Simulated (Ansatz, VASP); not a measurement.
**GaSb in VASP and in Ansatz**

Contents of INCAR:

```
SYSTEM = GaSb
  ALGO = Normal
  EDIFF = 1E-6
  ENCUT = 520
  GGA = PE
  ISIF = 2
  ISMEAR = -1
  LASPH = .True.
  LCHARG = .True.
  LELF = .True.
  LREAL = .False.
  LVHAR = .True.
  LWAVE = .False.
  NBANDS = 16
  NELM = 60
  PREC = Accurate
  SIGMA = 0.08
```

The input KPOINTS:

```
k-points
0
Gamma
  13 13 13
  0 0 0
```

Contents of POSCAR:

```
GaSb
1.0
    0.0000000000      2.8401125021      2.8401125021
    2.8401125021      0.0000000000      2.8401125021
    2.8401125021      2.8401125021      0.0000000000
Ga Sb
1 1
Direct
    0.0000000000      0.0000000000      0.0000000000
    0.5000000000      0.5000000000      0.5000000000
```

Input for Ansatz:

```yaml
crystal:
  lattice:
    - [0.0, 2.8401125021, 2.8401125021]
    - [2.8401125021, 0.0, 2.8401125021]
    - [2.8401125021, 2.8401125021, 0.0]
  atoms:
    - { symbol: Ga, position: [0.0, 0.0, 0.0] }
    - { symbol: Sb, position: [0.5, 0.5, 0.5] }
kpoints:
  mp_grid: { grid: [13, 13, 13] }
scf:
  occupations: { method: fermi_dirac, width: 0.08 }
hamiltonian:
  xc: pbe
  pseudopotentials: { kind: paw }
output:
  forces: true
  stress: true
  eigenvalues: true
  populations: true
```

Change from the starting cell: volume scaled by 0.94, PAW files.

Alike in both runs: task single point; functional PBE; k mesh 13 × 13 × 13; occupations fermi-dirac, width 0.08 eV; no spin polarisation.

```csv
,VASP,Ansatz
version,VASP 6.6.1,Ansatz 0.2.0
potentials or method,"VASP PAW PBE potentials, release 64 (Ga_d, Sb)","PAW with Ansatz's default frozen-core files, scalar-relativistic"
plane-wave cutoff (eV),520,420
valence electrons in the cell,18,28
```

Ansatz gave:

```
pressure (GPa) : 3.9
```

Task: Estimate VASP's values.

Result: Pressure (GPa): 4.0.

VASP's potentials hold 18 valence electrons a cell and Ansatz's 28, so a difference there can come from the potentials and not from the codes.

Spin-orbit coupling is off throughout.
